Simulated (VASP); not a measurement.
# ZnSe in VASP: notebook, part 2 of 2

VASP 6.6.1.

## 3. Relaxation of the atoms, PBE (21.39 Å³/atom)

This run uses another cell than the first one, of 21.39 Å³/atom.

File INCAR:

```
SYSTEM = ZnSe
PREC = Accurate
ENCUT = 520
EDIFF = 1E-6
ISMEAR = -1
SIGMA = 0.02
LREAL = .FALSE.
LASPH = .TRUE.
NELM = 100
ALGO = Normal
ISIF = 2
LWAVE = .FALSE.
LCHARG = .FALSE.
GGA = PE
IBRION = 2
NSW = 80
EDIFFG = -0.02
```

File KPOINTS:

```
Automatic mesh
0
G
  13 13 13
  0 0 0
```

File POSCAR:

```
ZnSe
1.0
    0.0000000000      2.7759511149      2.7759511149
    2.7759511149      0.0000000000      2.7759511149
    2.7759511149      2.7759511149      0.0000000000
Zn Se
1 1
Direct
    0.0000000000      0.0000000000      0.0000000000
    0.2500000000      0.2500000000      0.2500000000
```

Potentials or basis: VASP PAW PBE potentials, release 64 (Zn, Se).

Command:

```sh
cat potpaw_PBE.64/Zn/POTCAR potpaw_PBE.64/Se/POTCAR > POTCAR
mpirun -np 1 vasp_std > vasp.out
```

OUTCAR:

```text
SYSTEM = ZnSe
   PREC = Accurate
   ENCUT = 520
   EDIFF = 1E-6
   ISMEAR = -1
   LREAL = .FALSE.
   LASPH = .TRUE.
   NELM = 100
   ISIF = 2
   GGA = PE
   IBRION = 2
   NSW = 80
   EDIFFG = -0.02

 ion  position               nearest neighbor table
   1  0.000  0.000  0.000-   2 2.40   2 2.40   2 2.40   2 2.40
   2  0.250  0.250  0.250-   1 2.40   1 2.40   1 2.40   1 2.40

  LATTYP: Found a face centered cubic cell.
 ALAT       =     5.5519022298

  Lattice vectors:

 A1 = (   0.0000000000,   2.7759511149,   2.7759511149)
 A2 = (   2.7759511149,   0.0000000000,   2.7759511149)
 A3 = (   2.7759511149,   2.7759511149,   0.0000000000)

Analysis of symmetry for initial positions (statically):
=====================================================================
 Subroutine PRICEL returns:
 Original cell was already a primitive cell.

 Routine SETGRP: Setting up the symmetry group for a
 face centered cubic supercell.

 Subroutine GETGRP returns: Found 24 space group operations
 (whereof 24 operations were pure point group operations)
 out of a pool of 48 trial point group operations.

[... 178 lines left out ...]
      7       2.1643      2.00000
      8       2.1643      2.00000
      9       2.1643      2.00000
     10       3.7111      0.00000
     11       7.9378      0.00000
     12       7.9378      0.00000
     13       7.9378      0.00000
[... 354 lines left out ...]
  band No.  band energies     occupation
      1     -10.6037      2.00000
      2      -4.5377      2.00000
      3      -4.4888      2.00000
      4      -4.3157      2.00000
      5      -4.1708      2.00000
      6      -4.1243      2.00000
      7      -2.8189      2.00000
      8       0.3238      2.00000
      9       0.8066      2.00000
     10       5.8678      0.00000
     11       7.9281      0.00000
     12       9.4900      0.00000
     13      10.0480      0.00000

 [... further k-points ...]

------------------------ aborting loop because EDIFF is reached ----------------------------------------

  FORCE on cell =-STRESS in cart. coord.  units (eV):
  Direction    XX          YY          ZZ          XY          YZ          ZX
  --------------------------------------------------------------------------------------
  -------------------------------------------------------------------------------------
  Total        1.8936735      1.8936735      1.8936735     -0.0000000     -0.0000000      0.0000000
  in kB       70.9169807     70.9169807     70.9169807     -0.0000000     -0.0000000      0.0000000
  external PRESSURE =      70.9169807 kB  Pullay stress =       0.0000000 kB

 VOLUME and BASIS-vectors are now :
 -----------------------------------------------------------------------------
  energy-cutoff  :      520.00
  volume of cell :       42.78
      direct lattice vectors                 reciprocal lattice vectors
     0.000000000  2.775951115  2.775951115    -0.180118446  0.180118446  0.180118446
     2.775951115  0.000000000  2.775951115     0.180118446 -0.180118446  0.180118446
     2.775951115  2.775951115  0.000000000     0.180118446  0.180118446 -0.180118446

 POSITION                                       TOTAL-FORCE (eV/Angst)
 -----------------------------------------------------------------------------------
      0.00000      0.00000      0.00000        -0.000000     -0.000000     -0.000000
      1.38798      1.38798      1.38798         0.000000      0.000000      0.000000
 -----------------------------------------------------------------------------------
    total drift:                                0.000001      0.000001      0.000001

  FREE ENERGIE OF THE ION-ELECTRON SYSTEM (eV)
  ---------------------------------------------------
  free  energy   TOTEN  =        -5.9426656444 eV

  energy  without entropy=       -5.9426656444  energy(sigma->0) =       -5.94266564

 reached required accuracy - stopping structural energy minimisation
```

OSZICAR:

```text
N       E                     dE             d eps       ncg     rms          rms(c)
DAV:   1     0.887429732845E+02    0.88743E+02   -0.92085E+03  2184   0.162E+03
DAV:   2    -0.418636025755E+00   -0.89162E+02   -0.85298E+02  2324   0.281E+02
DAV:   3    -0.617677050277E+01   -0.57581E+01   -0.57308E+01  2704   0.715E+01
DAV:   4    -0.623152903517E+01   -0.54759E-01   -0.54746E-01  2374   0.743E+00
DAV:   5    -0.623182243339E+01   -0.29340E-03   -0.29339E-03  2619   0.525E-01    0.534E+00
DAV:   6    -0.596135380317E+01    0.27047E+00   -0.70034E-01  3062   0.308E+01    0.403E+00
DAV:   7    -0.594248175507E+01    0.18872E-01   -0.21303E-01  2359   0.471E+00    0.168E+00
DAV:   8    -0.594239143794E+01    0.90317E-04   -0.45059E-03  2948   0.760E-01    0.504E-01
DAV:   9    -0.594256975050E+01   -0.17831E-03   -0.11792E-03  2414   0.329E-01    0.674E-02
DAV:  10    -0.594265802688E+01   -0.88276E-04   -0.18342E-04  2481   0.139E-01    0.210E-02
DAV:  11    -0.594266445425E+01   -0.64274E-05   -0.38184E-05  2540   0.748E-02    0.615E-03
DAV:  12    -0.594266568535E+01   -0.12311E-05   -0.59422E-06  2489   0.189E-02    0.386E-03
DAV:  13    -0.594266564443E+01    0.40915E-07   -0.56787E-07  1642   0.747E-03
   1 F= -.59426656E+01 E0= -.59426656E+01  d E =-.594267E+01
```

Run time: 28 s. Hardware: 1 thread of Intel Xeon Platinum 8488C (Sapphire Rapids), shared host; peak memory 0.2 GiB.

What came out:

```
Free energy             : -5.9427 eV
Pressure after relaxing : 7.1 GPa
Band gap on the k mesh  : 1.55 eV
```

Final structure:
```
Zn Se
1.0
     0.00000    2.77595    2.77595
     2.77595    0.00000    2.77595
     2.77595    2.77595    0.00000
Zn Se
1 1
Direct
  0.00000 0.00000 0.00000
  0.25000 0.25000 0.25000
```

Caveat: the relaxation stopped at its first step, so nothing moved.

## 4. Relaxation of the atoms, PBE (21.85 Å³/atom)

This run uses another cell than the first one, of 21.85 Å³/atom.

File INCAR:

```
PREC = Accurate ; ENCUT = 520
EDIFF = 1E-7 ; ISMEAR = -1
SIGMA = 0.02 ; LREAL = F
LASPH = T ; NELM = 80
ALGO = Normal ; ISIF = 2
LWAVE = F ; LCHARG = F
GGA = PE ; IBRION = 2
NSW = 80 ; EDIFFG = -0.02
```

File KPOINTS:

```
regular mesh
0
Gamma
  13 13 13
```

File POSCAR:

```
ZnSe
1.0
    0.0000000000      2.7955007105      2.7955007105
    2.7955007105      0.0000000000      2.7955007105
    2.7955007105      2.7955007105      0.0000000000
Zn Se
1 1
Direct
    0.0000000000      0.0000000000      0.0000000000
    0.2500000000      0.2500000000      0.2500000000
```

Command:

```sh
cat potpaw_PBE.64/Zn/POTCAR potpaw_PBE.64/Se/POTCAR > POTCAR
mpirun -np 1 vasp_std > vasp.out
```

Run time: 27 s. Hardware: 1 thread of Intel Xeon Platinum 8488C (Sapphire Rapids), shared host; peak memory 0.2 GiB.

Results (log left out):

- Free energy: -5.9779 eV
- Pressure after relaxing: 5.3 GPa
- Band gap on the k mesh: 1.46 eV

Final structure:
```cif
data_structure
_symmetry_space_group_name_H-M 'P 1'
_symmetry_Int_Tables_number 1
_cell_length_a 3.9534
_cell_length_b 3.9534
_cell_length_c 3.9534
_cell_angle_alpha 60.000
_cell_angle_beta 60.000
_cell_angle_gamma 60.000
_cell_volume 43.69
loop_
_atom_site_label
_atom_site_type_symbol
_atom_site_fract_x
_atom_site_fract_y
_atom_site_fract_z
_atom_site_occupancy
Zn1 Zn 0.00000 0.00000 0.00000 1
Se1 Se 0.25000 0.25000 0.25000 1
```

Levels at points of the mesh, in eV from the valence-band top:
```tsv
k point	band 6	band 7	band 8	band 9	band 10	band 11	band 12	band 13
(0.00, 0.00, 0.00)	-6.30	0.00	0.00	0.00	1.46	5.78	5.78	5.78
```

Caveat: the relaxation stopped at its first step, so nothing moved.

## 5. Relaxation of the atoms, PBE (z stretched by -1 %)

File INCAR:

```
SYSTEM = ZnSe
PREC = Accurate ; ENCUT = 450
EDIFF = 1E-7 ; ISMEAR = -1
SIGMA = 0.02 ; LREAL = .False.
LASPH = .True. ; NELM = 120
ALGO = Normal ; ISIF = 2
LWAVE = .False. ; LCHARG = .False.
GGA = PE ; IBRION = 2
NSW = 80 ; EDIFFG = -0.02
GGA_COMPAT = .False. ; NELMIN = 4
```

File KPOINTS:

```
Automatic mesh
0
Gamma
  13 13 13
  0 0 0
```

File POSCAR:

```
ZnSe
1.0
    0.0000000000      2.8338000000      2.8054620000
    2.8338000000      0.0000000000      2.8054620000
    2.8338000000      2.8338000000      0.0000000000
Zn Se
1 1
Direct
    0.0000000000      0.0000000000      0.0000000000
    0.2500000000      0.2500000000      0.2500000000
```

Command:

```sh
cat potpaw_PBE.64/Zn/POTCAR potpaw_PBE.64/Se/POTCAR > POTCAR
mpirun -np 1 vasp_std > vasp.out
```

It took 84 s on 1 thread of Intel Xeon Platinum 8259CL at 2.50GHz (Skylake/Cascade Lake), shared host; peak memory 0.23 GiB.

Results (log left out):

| Item | Value |
| --- | --- |
| Free energy | -6.0123 eV |
| Pressure after relaxing | 3.0 GPa |
| Band gap on the k mesh | 1.31 eV |

Stress tensor (GPa, compression positive):
```
2.84 0.00 0.00
0.00 2.84 0.00
0.00 0.00 3.17
```

Final structure:
```cif
data_structure
_symmetry_space_group_name_H-M 'P 1'
_symmetry_Int_Tables_number 1
_cell_length_a 3.9876
_cell_length_b 3.9876
_cell_length_c 4.0076
_cell_angle_alpha 59.834
_cell_angle_beta 59.834
_cell_angle_gamma 60.332
_cell_volume 45.06
loop_
_atom_site_label
_atom_site_type_symbol
_atom_site_fract_x
_atom_site_fract_y
_atom_site_fract_z
_atom_site_occupancy
Zn1 Zn 0.00000 0.00000 0.00000 1
Se1 Se 0.25000 0.25000 0.25000 1
```

Levels at points of the mesh, in eV from the valence-band top:
| k point | band 6 | band 7 | band 8 | band 9 | band 10 | band 11 | band 12 | band 13 |
| --- | --- | --- | --- | --- | --- | --- | --- | --- |
| (0.00, 0.00, 0.00) | -6.23 | -0.04 | -0.04 | 0.00 | 1.31 | 5.77 | 5.78 | 5.78 |

Caveat: the cell differs from its parent crystal (z stretched by -1 %).

## 6. The runs side by side

| task | cell | cutoff (eV) | gap on the mesh (eV) | pressure (GPa) |
| --- | --- | --- | --- | --- |
| single point | a = 4.068, b = 4.068, c = 4.008 Å, angles 60.5, 60.5, 59.0°, 2 atoms | 520 | 1.13 | 0.5 |
| relaxation of the atoms | atoms relaxed from a = 3.926 Å, angles 60.0°, 2 atoms | 520 | 1.55 | 7.1 |
| relaxation of the atoms | atoms relaxed from a = 3.953 Å, angles 60.0°, 2 atoms | 520 | 1.46 | 5.3 |
| relaxation of the atoms | atoms relaxed from a = 3.988, b = 3.988, c = 4.008 Å, angles 59.8, 59.8, 60.3°, 2 atoms | 450 | 1.31 | 3.0 |

Alike in all rows: level PBE; potentials or basis VASP PAW PBE potentials, release 64 (Zn, Se); no spin polarisation; k mesh 13 × 13 × 13; smearing fermi-dirac 0.02 eV.

Caveats: the relaxation stopped at its first step, so nothing moved (at least some runs).

Total energies depend on the potentials used, so only differences within one code and one set of settings carry meaning.
